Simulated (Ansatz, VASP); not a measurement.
**Nb in VASP and in Ansatz**

The input INCAR:

```
SYSTEM = Nb
PREC = Accurate ; ENCUT = 520
EDIFF = 1E-7 ; ISMEAR = 0
SIGMA = 0.1 ; LREAL = .FALSE.
LASPH = .TRUE. ; NELM = 60
ALGO = Normal ; ISIF = 2
LWAVE = .FALSE. ; LCHARG = .TRUE.
GGA = PE ; LELF = .TRUE.
LVHAR = .TRUE. ; NBANDS = 12
```

The input KPOINTS:

```
regular mesh
0
G
  18 18 18
  0 0 0
```

POSCAR

```
Nb
1.0
   -1.7089996042      1.7089996042      1.7089996042
    1.7089996042     -1.7089996042      1.7089996042
    1.7089996042      1.7089996042     -1.7089996042
Nb
1
Direct
    0.0000000000      0.0000000000      0.0000000000
```

Input for Ansatz:

```yaml
crystal:
  lattice:
    - [-1.7089996041, 1.7089996041, 1.7089996041]
    - [1.7089996041, -1.7089996041, 1.7089996041]
    - [1.7089996041, 1.7089996041, -1.7089996041]
  atoms:
    - { symbol: Nb, position: [0.0, 0.0, 0.0] }
basis:
  ecutwfc: 420
kpoints:
  mp_grid: { grid: [18, 18, 18] }
hamiltonian:
  xc: pbe
scf:
  occupations: { method: gaussian, width: 0.1 }
output:
  forces: true
  stress: true
  eigenvalues: true
```

Alike in both runs: task single point; functional PBE; k mesh 18 × 18 × 18; occupations gaussian, width 0.1 eV; no spin polarisation.

```csv
,VASP,Ansatz
version,VASP 6.6.1,Ansatz 0.2.0
potentials or method,"VASP PAW PBE potentials, release 64 (Nb_sv), cutoff 520 eV","scalar-relativistic, plane waves, PAW"
valence electrons in the cell,13,13
```

VASP gave:

```
gap on the k mesh at the Fermi level (eV) : none
pressure (GPa)                            : -13.8
```

Q: What did Ansatz give for the same quantities?

A: gap on the k mesh at the Fermi level (eV): none; pressure (GPa): -13.6.

A gap of «none» marks a metal or a gap that the smearing closes.
